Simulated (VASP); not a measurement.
A run of VASP 6.6.1:

Contents of INCAR:

```
ALGO     = Normal         # electronic algorithm
EDIFF    = 1E-6           # SCF threshold, eV
ENCUT    = 520            # plane-wave cutoff, eV
GGA      = PE             # functional
ISIF     = 2              # what is computed and relaxed
ISMEAR   = 0              # smearing method
LASPH    = True           # aspherical terms in the spheres
LCHARG   = True           # write CHGCAR
LELF     = True           # ELF
LREAL    = False          # projectors in reciprocal space
LVHAR    = True         
LWAVE    = False          # write WAVECAR
NBANDS   = 21             # bands
NELM     = 100            # most SCF steps
PREC     = Accurate       # precision mode
SIGMA    = 0.1            # smearing width, eV
```

File KPOINTS:

```
k-points
0
Gamma
  12 12 8
```

POSCAR

```
ScB3S
1.0
    3.3127106227      0.0000000000      0.0000000000
    0.0000000000      3.3127106227      0.0000000000
    0.0000000000      0.0000000000      5.4886612768
Sc B S
1 3 1
Direct
    0.5000000000      0.5000000000      0.5000000000
    0.0000000000      0.0000000000      0.3593380231
    0.0000000000      0.0000000000      0.6406619769
    0.5000000000      0.5000000000      0.0000000000
    0.0000000000      0.0000000000      0.0000000000
```

Potentials or basis: VASP PAW PBE potentials, release 64 (Sc_sv, B, S).

Launch:

```bash
$ cat potpaw_PBE.64/Sc_sv/POTCAR potpaw_PBE.64/B/POTCAR potpaw_PBE.64/S/POTCAR > POTCAR
$ mpirun -np 1 vasp_std > vasp.out
```

Hardware: 1 thread of Intel(R) Xeon(R) Platinum 8259CL CPU @ 2.50GHz (Skylake/Cascade Lake), with other jobs on the host.

Estimate the wall time of this run.

Run time: 3.1 min on 1 thread of Intel(R) Xeon(R) Platinum 8259CL CPU @ 2.50GHz (Skylake/Cascade Lake), with other jobs on the host, peak memory 0.3 GiB. Counts: scf iterations 14, k points 140.
